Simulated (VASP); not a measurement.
A run of VASP 6.6.1 is set up as follows.

Contents of INCAR:

```
SYSTEM = WS2
PREC = Accurate
ENCUT = 520
EDIFF = 1E-6
ISMEAR = 0
SIGMA = 0.05
LREAL = .False.
LASPH = .True.
NELM = 100
ALGO = Normal
ISIF = 2
LWAVE = .False.
LCHARG = .False.
GGA = PE
IVDW = 12
NBANDS = 35
```

KPOINTS

```
Automatic mesh
0
Gamma
  12 12 4
  0 0 0
```

The input POSCAR:

```
WS2
1.0
    2.8900741535      0.0000000000      0.0000000000
   -1.4450370767      2.5028776357      0.0000000000
    0.0000000000      0.0000000000     14.4603070014
W S
2 4
Direct
    0.3333333333      0.6666666667      0.2500000000
    0.6666666667      0.3333333333      0.7500000000
    0.3333333333      0.6666666667      0.6202873801
    0.6666666667      0.3333333333      0.1202873801
    0.3333333333      0.6666666667      0.8797126199
    0.6666666667      0.3333333333      0.3797126199
```

Potentials or basis: VASP PAW PBE potentials, release 64 (W_sv, S).

The run is started by

```console
$ cat potpaw_PBE.64/W_sv/POTCAR potpaw_PBE.64/S/POTCAR > POTCAR
$ mpirun -np 1 vasp_std > vasp.out
```

**Question.** Estimate the largest force.

**Answer.** 2.944 eV/Å.

**Question.** Predict the band gap on the k mesh.

**Answer.** Zero (bands 26 and 27 overlap by 0.11 eV).

**Question.** Estimate the dispersion energy per atom.

**Answer.** -0.434 eV.

**Question.** What does it give for the pressure?

**Answer.** 0.3 GPa.

Forces on the atoms (eV/Å):
```
W    0.000  0.000  0.000
W    0.000  0.000  0.000
S    0.000  0.000  2.944
S    0.000  0.000  2.944
S    0.000  0.000 -2.944
S    0.000  0.000 -2.944
```

Caveat: spin-orbit coupling is left out, which moves the levels of the heavy elements; forces of over 1 eV/Å act on the atoms, so gaps and moduli don't describe the material at rest.
